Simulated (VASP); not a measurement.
# GaSb (I-4m2) in VASP: notebook, part 2 of 2

VASP 6.6.1.

### 5 Single point, LDA

This run uses another cell than the first one, of the same volume but with other edges.

INCAR

```
SYSTEM = GaSb
  PREC = Accurate
  ENCUT = 520
  EDIFF = 1E-6
  ISMEAR = 0
  SIGMA = 0.15
  LREAL = .FALSE.
  LASPH = .TRUE.
  NELM = 80
  ALGO = Normal
  ISIF = 2
  LWAVE = .FALSE.
  LCHARG = .FALSE.
  GGA = CA
  NBANDS = 16
```

KPOINTS

```
regular mesh
0
G
  16 16 16
  0 0 0
```

POSCAR

```
GaSb
1.0
   -2.5647500000      2.5647500000      1.7233000000
    2.5647500000     -2.5647500000      1.7233000000
    2.5647500000      2.5647500000     -1.7233000000
Ga Sb
1 1
Direct
    0.2500000000      0.7500000000      0.5000000000
    0.0000000000      0.0000000000      0.0000000000
```

Potentials or basis: VASP PAW LDA potentials, release 64 (Ga_d, Sb).

On the command line:

```bash
> cat potpaw_LDA.64/Ga_d/POTCAR potpaw_LDA.64/Sb/POTCAR > POTCAR
> mpirun -np 1 vasp_std > vasp.out
```

OUTCAR:

```text
SYSTEM = GaSb
   PREC = Accurate
   ENCUT = 520
   EDIFF = 1E-6
   ISMEAR = 0
   LREAL = .FALSE.
   LASPH = .TRUE.
   NELM = 80
   ISIF = 2
   GGA = CA

 ion  position               nearest neighbor table
   1  0.250  0.750  0.500-   2 2.71   2 2.71   2 2.71   2 2.71
   2  0.000  0.000  0.000-   1 2.71   1 2.71   1 2.71   1 2.71

  LATTYP: Found a body centered tetragonal cell.
 ALAT       =     5.1295000000
 C/A-ratio  =     0.6719173409

  Lattice vectors:

 A1 = (  -2.5647500000,   2.5647500000,   1.7233000000)
 A2 = (   2.5647500000,  -2.5647500000,   1.7233000000)
 A3 = (   2.5647500000,   2.5647500000,  -1.7233000000)

Analysis of symmetry for initial positions (statically):
=====================================================================
 Subroutine PRICEL returns:
 Original cell was already a primitive cell.

 Routine SETGRP: Setting up the symmetry group for a
 body centered tetragonal supercell.

 Subroutine GETGRP returns: Found  8 space group operations
 (whereof  8 operations were pure point group operations)
 out of a pool of 16 trial point group operations.

The static configuration has the point symmetry D_2d.

Analysis of symmetry for dynamics (positions and initial velocities):
=====================================================================
 Subroutine PRICEL returns:
 Original cell was already a primitive cell.

 Routine SETGRP: Setting up the symmetry group for a
 body centered tetragonal supercell.

 Subroutine GETGRP returns: Found  8 space group operations
 (whereof  8 operations were pure point group operations)
 out of a pool of 16 trial point group operations.

The dynamic configuration has the point symmetry D_2d.

 Subroutine INISYM returns: Found  8 space group operations
 (whereof  8 operations are pure point group operations),
 and found     1 'primitive' translations

----------------------------------------------------------------------------------------

                                     Primitive cell

  volume of cell :      45.3431

  direct lattice vectors                    reciprocal lattice vectors
    -2.564750000  2.564750000  1.723300000     0.000000000  0.194950775  0.290141009
     2.564750000 -2.564750000  1.723300000     0.194950775  0.000000000  0.290141009
     2.564750000  2.564750000 -1.723300000     0.194950775  0.194950775  0.000000000

  length of vectors
     4.015675288  4.015675288  4.015675288     0.349553443  0.349553443  0.275702030

  position of ions in fractional coordinates (direct lattice)
     0.250000000  0.750000000  0.500000000
     0.000000000  0.000000000  0.000000000

  ion indices of the primitive-cell ions
   primitive index   ion index
                 1           1
                 2           2

----------------------------------------------------------------------------------------

 KPOINTS: regular mesh

Automatic generation of k-mesh.
 Grid dimensions read from file:
 generate k-points for:   16   16   16

 Generating k-lattice:

  Cartesian coordinates                     Fractional coordinates (reciprocal lattice)
     0.000000000  0.012184423  0.018133813     0.062500000  0.000000000  0.000000000
     0.012184423  0.000000000  0.018133813     0.000000000  0.062500000  0.000000000
     0.012184423  0.012184423  0.000000000     0.000000000  0.000000000  0.062500000

  Length of vectors
     0.021847090  0.021847090  0.017231377

  Shift w.r.t. Gamma in fractional coordinates (k-lattice)
     0.000000000  0.000000000  0.000000000

 Subroutine IBZKPT returns following result:
 ===========================================

 Found    349 irreducible k-points:

 Following reciprocal coordinates:
            Coordinates               Weight
  0.000000  0.000000  0.000000      1.000000
  0.062500  0.000000 -0.000000      8.000000
  0.125000  0.000000 -0.000000      8.000000
  0.187500 -0.000000  0.000000      8.000000
  0.250000  0.000000 -0.000000      8.000000
  0.312500  0.000000 -0.000000      8.000000
[... 16 lines left out ...]
 -0.125000  0.062500 -0.000000     16.000000
 -0.062500  0.062500  0.000000      4.000000
 [... further k-points ...]
   k-points           NKPTS =    349   k-points in BZ     NKDIM =    349   number of bands    NBANDS=     16
   number of dos      NEDOS =    301   number of ions     NIONS =      2
   total plane-waves  NPLWV =  27000
   dimension x,y,z NGX =    30 NGY =   30 NGZ =   30
   dimension x,y,z NGXF=    60 NGYF=   60 NGZF=   60
   ions per type =               1   1
   NGX,Y,Z   is equivalent  to a cutoff of  12.42, 12.42, 12.42 a.u.
   NGXF,Y,Z  is equivalent  to a cutoff of  24.84, 24.84, 24.84 a.u.
 SYSTEM =  GaSb
   PREC   = accura    normal or accurate (medium, high low for compatibility)
   ISTART =      0    job   : 0-new  1-cont  2-samecut
   ICHARG =      2    charge: 1-file 2-atom 10-const
   ISPIN  =      1    spin polarized calculation?
   LNONCOLLINEAR =      F non collinear calculations
   LSORBIT =      F    spin-orbit coupling
   LASPH  =      T    aspherical Exc in radial PAW
   ENCUT  =  520.0 eV  38.22 Ry    6.18 a.u.   7.47  7.47  7.47*2*pi/ulx,y,z
   NELM   =     80;   NELMIN=  2; NELMDL= -5     # of ELM steps
   EDIFF  = 0.1E-05   stopping-criterion for ELM
   LREAL  =      F    real-space projection
   EDIFFG = 0.1E-04   stopping-criterion for IOM
   NSW    =      0    number of steps for IOM
   IBRION =     -1    ionic relax: 0-MD 1-quasi-New 2-CG
   NFREE  =      0    steps in history (QN), initial steepest desc. (CG)
   ISIF   =      2    stress and relaxation
   ISYM   =      2    0-nonsym 1-usesym 2-fastsym
   POTIM  = 0.5000    time-step for ionic-motion
   TEBEG  =    0.0;   TEEND  =   0.0 temperature during run
   PSTRESS=    0.0 pullay stress
   NELECT =      18.0000    total number of electrons
   NUPDOWN=      -1.0000    fix difference up-down
   EMIN   =  10.00;   EMAX   =-10.00  energy-range for DOS
   EFERMI =   0.00;   METHOD = LEGACY
   ISMEAR =     0;   SIGMA  =   0.15  broadening in eV -4-tet -1-fermi 0-gaus
   EFERMI_NEDOS =   21; number of points for ismear=-14 and -15
   IALGO  =     38    algorithm
   IMIX   =      4    mixing-type and parameters
     AMIX     =   0.40;   BMIX     =  1.00
     AMIX_MAG =   1.60;   BMIX_MAG =  1.00
  volume/ion in A,a.u.               =      22.67       153.00
  Fermi-wavevector in a.u.,A,eV,Ry     =   1.203175  2.273670 19.696192  1.447629
  Thomas-Fermi vector in A             =   2.338935
   LORBIT       =      0    0 simple, 1 ext, 2 COOP (PROOUT), +10 PAW based schemes
   GGA     = CA    functional components
   LHFCALC =     F    Hartree Fock is set to
   AEXX    =    0.0000 exact exchange contribution
   IVDW    =     0    specifies the selected vdW correction
   LEPSILON=     F    determine dielectric tensor
   LRPA    =     F    only Hartree local field effects (RPA)
 non-spin polarized calculation
 Gauss-broadening in eV      SIGMA  =   0.15
  energy-cutoff  :      520.00
  volume of cell :       45.34
 maximum number of plane-waves:      1253
 NGX is ok and might be reduce to    30

 number of electron      18.0000002 magnetization

 Free energy of the ion-electron system (eV)
  ---------------------------------------------------
  ext. energy  EPLUGINS =         0.00000000
  ---------------------------------------------------
  free energy    TOTEN  =        -8.27144267 eV

  energy without entropy =       -8.26273314  energy(sigma->0) =       -8.26708790

 E-fermi :   7.0934     XC(G=0): -10.7141

 val. band max:        7.0917959094   @ k =  -0.1875  -0.3125   0.0625
 cond. band min:       7.0961245829   @ k =   0.5000   0.1250  -0.0000
 fundamental gap:      0.0043286735
 Fermi energy:         7.0933592249

 k-point     1 :       0.0000    0.0000    0.0000
  band No.  band energies     occupation
      1      -8.0637      2.00000
      2      -8.0175      2.00000
      3      -8.0045      2.00000
      4      -8.0045      2.00000
      5      -8.0043      2.00000
      6      -5.3459      2.00000
[... 8 lines left out ...]
     15      15.8488      0.00000
     16      16.6858      0.00000
[... 419 lines left out ...]
 k-point    24 :      -0.0625    0.0625    0.0000
  band No.  band energies     occupation
      1      -8.0630      2.00000
      2      -8.0189      2.00000
      3      -8.0054      2.00000
      4      -8.0032      2.00000
      5      -8.0031      2.00000
      6      -5.3041      2.00000
[... 8 lines left out ...]
     15      15.6721      0.00000
     16      16.6143      0.00000

 [... further k-points ...]

------------------------ aborting loop because EDIFF is reached ----------------------------------------

  FORCE on cell =-STRESS in cart. coord.  units (eV):
  Direction    XX          YY          ZZ          XY          YZ          ZX
  --------------------------------------------------------------------------------------
  -------------------------------------------------------------------------------------
  Total        0.8471387      0.8471387     -0.7144814      0.0000000      0.0000000      0.0000000
  in kB       29.9332681     29.9332681    -25.2458823      0.0000000      0.0000000      0.0000000
  external PRESSURE =      11.5402180 kB  Pullay stress =       0.0000000 kB

 VOLUME and BASIS-vectors are now :
 -----------------------------------------------------------------------------
  energy-cutoff  :      520.00
  volume of cell :       45.34
      direct lattice vectors                 reciprocal lattice vectors
    -2.564750000  2.564750000  1.723300000     0.000000000  0.194950775  0.290141009
     2.564750000 -2.564750000  1.723300000     0.194950775  0.000000000  0.290141009
     2.564750000  2.564750000 -1.723300000     0.194950775  0.194950775  0.000000000

 POSITION                                       TOTAL-FORCE (eV/Angst)
 -----------------------------------------------------------------------------------
      2.56475      0.00000      0.86165         0.000000     -0.000000      0.000000
      0.00000      0.00000      0.00000        -0.000000      0.000000     -0.000000
 -----------------------------------------------------------------------------------
    total drift:                                0.000000     -0.000000      0.000000

  FREE ENERGIE OF THE ION-ELECTRON SYSTEM (eV)
  ---------------------------------------------------
  free  energy   TOTEN  =        -8.2714426684 eV

  energy  without entropy=       -8.2627331352  energy(sigma->0) =       -8.26708790
```

stdout:

```text
POSCAR found type information on POSCAR GaSb
 POSCAR found :  2 types and       2 ions
 scaLAPACK will be used
 LDA part: xc-table for (Slater(with rela. corr.)+CA(PZ))
 , standard interpolation
 POSCAR, INCAR and KPOINTS ok, starting setup
 FFT: planning ... GRIDC
 FFT: planning ... GRID_SOFT
 FFT: planning ... GRID
 WAVECAR not read
 entering main loop
```

Run time: 84 s. Hardware: 1 thread of Intel Xeon 6975P-C (Granite Rapids), shared host; peak memory 0.36 GiB.

What came out:

```
Free energy            : -8.2714 eV
Pressure               : 1.2 GPa
Band gap on the k mesh : zero (band 9 reaches 9.52 eV, above the bottom of band 10 at 4.26 eV)
```

Levels at points of the mesh, in eV from the Fermi level:
```
           k point  band 6  band 7  band 8  band 9  band 10  band 11  band 12  band 13
(0.00, 0.00, 0.00)  -12.44   -1.42   -1.42   -1.35     3.48     4.04     5.78     7.16
(0.50, 0.00, 0.00)   -9.24   -6.35   -2.12   -2.06    -0.95     2.29     3.86     5.94
(0.50, 0.50, 0.00)  -10.47   -8.34    0.48    1.27     3.50     3.56     4.10     5.06
(0.50, 0.50, 0.50)   -8.81   -5.69   -5.16   -5.16     1.30     2.64    11.37    11.37
```

Caveat: spin-orbit coupling is left out, which moves the levels of the heavy elements.

### 6 Summary

| cell | gap on the mesh (eV) | pressure (GPa) |
| --- | --- | --- |
| a = 4.153 Å, angles 97.6, 97.6, 137.3°, 2 atoms | none | -1.0 |
| a = 4.114 Å, angles 98.3, 98.3, 135.3°, 2 atoms | none | -0.9 |
| a = 4.194 Å, angles 97.0, 97.0, 139.2°, 2 atoms | none | -0.5 |
| a = 4.016 Å, angles 100.6, 100.6, 129.2°, 2 atoms | none | 1.2 |

Alike in all rows: task single point; level LDA; potentials or basis VASP PAW LDA potentials, release 64 (Ga_d, Sb); no spin polarisation; k mesh 16 × 16 × 16; cutoff (eV) 520; smearing gaussian 0.15 eV.

Caveats: spin-orbit coupling is left out, which moves the levels of the heavy elements.

Absolute energies hang on the potentials; compare differences alone.
